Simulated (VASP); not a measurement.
# SnS2 (Berndtite-2T) (P-3m1) in VASP: notebook, part 3 of 3

VASP 6.6.1. The steps go on from the part before.

## (5) Single point, PBE+D4

This run uses another cell than the first one, of 22.55 Å³/atom, 1.292 times its volume.

Contents of INCAR:

```
SYSTEM = SnS2
PREC     = Accurate       ! precision mode
ENCUT    = 500            ! plane-wave cutoff, eV
EDIFF    = 1E-6           ! SCF threshold, eV
ISMEAR   = 0              ! smearing method
SIGMA    = 0.01           ! smearing width, eV
LREAL    = .False.        ! projectors in reciprocal space
LASPH    = .True.         ! aspherical terms in the spheres
NELM     = 120            ! most SCF steps
ALGO     = Normal         ! electronic algorithm
ISIF     = 2              ! what is computed and relaxed
LWAVE    = .False.        ! write WAVECAR
LCHARG   = .False.        ! write CHGCAR
GGA      = PE             ! functional
IVDW     = 13             ! dispersion correction
NBANDS   = 20             ! bands
GGA_COMPAT= .False.
```

Contents of KPOINTS:

```
Automatic mesh
0
Gamma
  6 6 4
  0 0 0
```

Contents of POSCAR:

```
SnS2
1.0
    3.6696555477      0.0000000000      0.0000000000
   -1.8348277739      3.1780149275      0.0000000000
    0.0000000000      0.0000000000      5.8002058716
Sn S
1 2
Direct
    0.0000000000      0.0000000000      0.0000000000
    0.3333333333      0.6666666667      0.2546591557
    0.6666666667      0.3333333333      0.7453408443
```

Potentials or basis: VASP PAW PBE potentials, release 64 (Sn_d, S).

Started as:

```bash
$ cat potpaw_PBE.64/Sn_d/POTCAR potpaw_PBE.64/S/POTCAR > POTCAR
$ mpirun -np 1 vasp_std > vasp.out
```

OUTCAR:

```text
SYSTEM = SnS2
   PREC = Accurate
   ENCUT = 500
   EDIFF = 1E-6
   ISMEAR = 0
   LREAL = .False.
   LASPH = .True.
   NELM = 120
   ISIF = 2
   GGA = PE
   IVDW = 13

 ion  position               nearest neighbor table
   1  0.000  0.000  0.000-   2 2.58   3 2.58   3 2.58   2 2.58   3 2.58   2 2.58
   2  0.333  0.667  0.255-   1 2.58   1 2.58   1 2.58
   3  0.667  0.333  0.745-   1 2.58   1 2.58   1 2.58

  LATTYP: Found a hexagonal cell.
 ALAT       =     3.6696555477
 C/A-ratio  =     1.5805859150

  Lattice vectors:

 A1 = (   3.6696555477,   0.0000000000,   0.0000000000)
 A2 = (  -1.8348277739,   3.1780149275,   0.0000000000)
 A3 = (   0.0000000000,   0.0000000000,   5.8002058716)

Analysis of symmetry for initial positions (statically):
=====================================================================
 Subroutine PRICEL returns:
 Original cell was already a primitive cell.

 Routine SETGRP: Setting up the symmetry group for a
 hexagonal supercell.

 Subroutine GETGRP returns: Found 12 space group operations
 (whereof 12 operations were pure point group operations)
 out of a pool of 24 trial point group operations.

[... 161 lines left out ...]

  energy without entropy =      -13.14750485  energy(sigma->0) =      -13.14750485

 E-fermi :   4.9775     XC(G=0):  -9.6654

 val. band max:        4.8507425308   @ k =   0.0000   0.0000   0.0000
 cond. band min:       6.1825790065   @ k =   0.5000   0.0000   0.2500
 fundamental gap:      1.3318364757
 Fermi energy:         4.9774908632

 k-point     1 :       0.0000    0.0000    0.0000
  band No.  band energies     occupation
      1     -16.1852      2.00000
      2     -16.1852      2.00000
      3     -16.1472      2.00000
      4     -16.1206      2.00000
      5     -16.1206      2.00000
      6      -8.9669      2.00000
[... 541 lines left out ...]
     19      14.4188      0.00000
     20      14.4255      0.00000

------------------------ aborting loop because EDIFF is reached ----------------------------------------

  DFT-D4 for vdW energy calculation

  Edisp (eV):   -1.07346

  FORCE on cell =-STRESS in cart. coord.  units (eV):
  Direction    XX          YY          ZZ          XY          YZ          ZX
  --------------------------------------------------------------------------------------
  -------------------------------------------------------------------------------------
  Total      -0.03313    -0.03313    -0.03165     0.00000     0.00000     0.00000
  in kB      -0.78470    -0.78470    -0.74954     0.00000     0.00000     0.00000
  external pressure =       -0.77 kB  Pullay stress =        0.00 kB

 VOLUME and BASIS-vectors are now :
 -----------------------------------------------------------------------------
  energy-cutoff  :      500.00
  volume of cell :       67.64
      direct lattice vectors                 reciprocal lattice vectors
     3.669655548  0.000000000  0.000000000     0.272505140  0.157330916  0.000000000
    -1.834827774  3.178014928  0.000000000     0.000000000  0.314661832  0.000000000
     0.000000000  0.000000000  5.800205872     0.000000000  0.000000000  0.172407673

 POSITION                                       TOTAL-FORCE (eV/Angst)
 -----------------------------------------------------------------------------------
      0.00000      0.00000      0.00000        -0.000000      0.000000      0.000000
     -0.00000      2.11868      1.47708        -0.000000      0.000000     -0.004442
      1.83483      1.05934      4.32313         0.000000     -0.000000      0.004442
 -----------------------------------------------------------------------------------
    total drift:                               -0.000000     -0.000000      0.000000

  FREE ENERGIE OF THE ION-ELECTRON SYSTEM (eV)
  ---------------------------------------------------
  free  energy   TOTEN  =       -14.2209663880 eV

  energy  without entropy=      -14.2209663880  energy(sigma->0) =      -14.22096639
```

stdout:

```text
POSCAR found type information on POSCAR SnS
 POSCAR found :  2 types and       3 ions
 scaLAPACK will be used
 LDA part: xc-table for (Slater+PW92), standard interpolation
 POSCAR, INCAR and KPOINTS ok, starting setup
 FFT: planning ... GRIDC
 FFT: planning ... GRID_SOFT
 FFT: planning ... GRID
 WAVECAR not read
 entering main loop
```

Run time: 15 s. Hardware: 1 thread of AMD EPYC 9R45 (Zen 5), shared host; peak memory 0.15 GiB.

Results:

| Property | Result |
| --- | --- |
| Free energy | -14.2210 eV |
| Pressure | -0.1 GPa |
| Largest force | 0.004 eV/Å |
| Band gap on the k mesh | 1.33 eV, indirect (least direct gap 1.73 eV) |
| Dispersion energy per atom | -0.358 eV |

Forces in eV/Å, atoms in the order of the input:
```
Sn   0.000  0.000  0.000
S    0.000  0.000 -0.004
S    0.000  0.000  0.004
```

Caveat: spin-orbit coupling is left out, which moves the levels of the heavy elements.

## (6) Relaxation of cell and atoms, PBE+D4

This run uses another cell than the first one, of 22.43 Å³/atom, 1.285 times its volume.

Contents of INCAR:

```
PREC     = Accurate       # precision mode
ENCUT    = 500            # plane-wave cutoff, eV
EDIFF    = 1E-7           # SCF threshold, eV
ISMEAR   = 0              # smearing method
SIGMA    = 0.01           # smearing width, eV
LREAL    = F              # projectors in reciprocal space
LASPH    = T              # aspherical terms in the spheres
NELM     = 120            # most SCF steps
ALGO     = Normal         # electronic algorithm
ISIF     = 3              # what is computed and relaxed
LWAVE    = F              # write WAVECAR
LCHARG   = F              # write CHGCAR
GGA      = PE             # functional
IVDW     = 13             # dispersion correction
IBRION   = 2              # ionic algorithm
NSW      = 80             # ionic steps
EDIFFG   = -0.01          # ionic threshold
GGA_COMPAT= F            
NELMIN   = 4
```

Contents of KPOINTS:

```
Automatic mesh
0
Gamma
  6 6 4
```

Contents of POSCAR:

```
SnS2
1.0
    3.6390000000      0.0000000000      0.0000000000
   -1.8195000000      3.1514660000      0.0000000000
    0.0000000000      0.0000000000      5.8680000000
Sn S
1 2
Direct
    0.0000000000      0.0000000000      0.0000000000
    0.3333333333      0.6666666667      0.2500000000
    0.6666666667      0.3333333333      0.7500000000
```

Potentials or basis: VASP PAW PBE potentials, release 64 (Sn_d, S).

Started as:

```bash
$ cat potpaw_PBE.64/Sn_d/POTCAR potpaw_PBE.64/S/POTCAR > POTCAR
$ mpirun -np 1 vasp_std > vasp.out
```

Run time: 98 s. Hardware: 1 thread of AMD EPYC 9R45 (Zen 5), shared host; peak memory 0.17 GiB.

The run converged. Its results:

* Free energy: -14.2209 eV
* Relaxed volume: 22.49 Å³/atom
* Relaxed cell: a = 3.669 Å, b = 3.669 Å, c = 5.789 Å, α = 90.00°, β = 90.00°, γ = 120.00°
* Space group after relaxing (to 0.05 Å): P-3m1 (No. 164)
* Energy gained by relaxing: 3.1 meV/atom
* Ionic steps: 9
* Pressure after relaxing: 0.0 GPa
* Band gap on the k mesh: 1.32 eV, indirect (least direct gap 1.72 eV)
* Dispersion energy per atom: -0.359 eV

The path:
| step | energy change (eV) | largest force (eV/Å) | pressure (GPa) | volume (Å³) |
| --- | --- | --- | --- | --- |
| 1 | 0.0000 | 0.2456 | 1.66 | 67.30 |
| 2 | -0.0012 | 0.1821 | -1.53 | 69.59 |
| 3 | -0.0076 | 0.0170 | -0.06 | 68.47 |
| 4 | -0.0079 | 0.0282 | -0.06 | 68.43 |
| 5 | -0.0082 | 0.0568 | -0.08 | 68.32 |
| 6 | -0.0085 | 0.0492 | -0.07 | 68.20 |
| 7 | -0.0092 | 0.0265 | -0.05 | 67.86 |
| 8 | -0.0093 | 0.0197 | 0.03 | 67.17 |
| 9 | -0.0094 | 0.0011 | 0.00 | 67.47 |

Final structure:
```
Sn S
1.0
     3.66858    0.00000    0.00000
    -1.83429    3.17708    0.00000
     0.00000    0.00000    5.78876
Sn S
1 2
Direct
  0.00000 0.00000 0.00000
  0.33333 0.66667 0.25508
  0.66667 0.33333 0.74492
```

Levels at points of the mesh, in eV from the valence-band top:
```
           k point  band 9  band 10  band 11  band 12  band 13  band 14  band 15  band 16  band 17
(0.00, 0.00, 0.00)   -0.75    -0.75    -0.51    -0.51     0.00     1.72     3.50     5.30     5.30
(0.50, 0.00, 0.00)   -4.36    -2.88    -2.64    -1.20    -0.37     1.63     4.34     5.79     5.90
(0.00, 0.00, 0.50)   -2.06    -0.86    -0.86    -0.34    -0.34     2.96     3.58     4.99     4.99
(0.50, 0.00, 0.50)   -4.90    -2.44    -1.84    -0.85    -0.80     1.38     4.57     5.42     6.37
```

Caveat: spin-orbit coupling is left out, which moves the levels of the heavy elements. A k mesh can miss the band edges.

## (7) The runs side by side

| task | cell | gap on the mesh (eV) | pressure (GPa) | largest force (eV/Å) |
| --- | --- | --- | --- | --- |
| single point | a = 3.503, b = 3.503, c = 4.928 Å, angles 90.0, 90.0, 120.0°, 3 atoms | 0.03 | 19.8 | 0.02 |
| single point | a = 3.572, b = 3.572, c = 5.157 Å, angles 90.0, 90.0, 120.0°, 3 atoms | 0.56 | 9.8 | 0.01 |
| single point | a = 3.615, b = 3.615, c = 5.356 Å, angles 90.0, 90.0, 120.0°, 3 atoms | 0.99 | 4.8 | 0.01 |
| single point | a = 3.670, b = 3.670, c = 5.800 Å, angles 90.0, 90.0, 120.0°, 3 atoms | 1.33 | -0.1 | - |
| relaxation of cell and atoms | relaxed from a = 3.639, b = 3.639, c = 5.868 Å, angles 90.0, 90.0, 120.0°, 3 atoms | 1.32 | 0.0 | - |

Alike in all rows: level PBE+D4; potentials or basis VASP PAW PBE potentials, release 64 (Sn_d, S); no spin polarisation; k mesh 6 × 6 × 4; cutoff (eV) 500; smearing gaussian 0.01 eV.

Caveats: spin-orbit coupling is left out, which moves the levels of the heavy elements.

Total energies depend on the potentials used, so only differences within one code and one set of settings carry meaning.
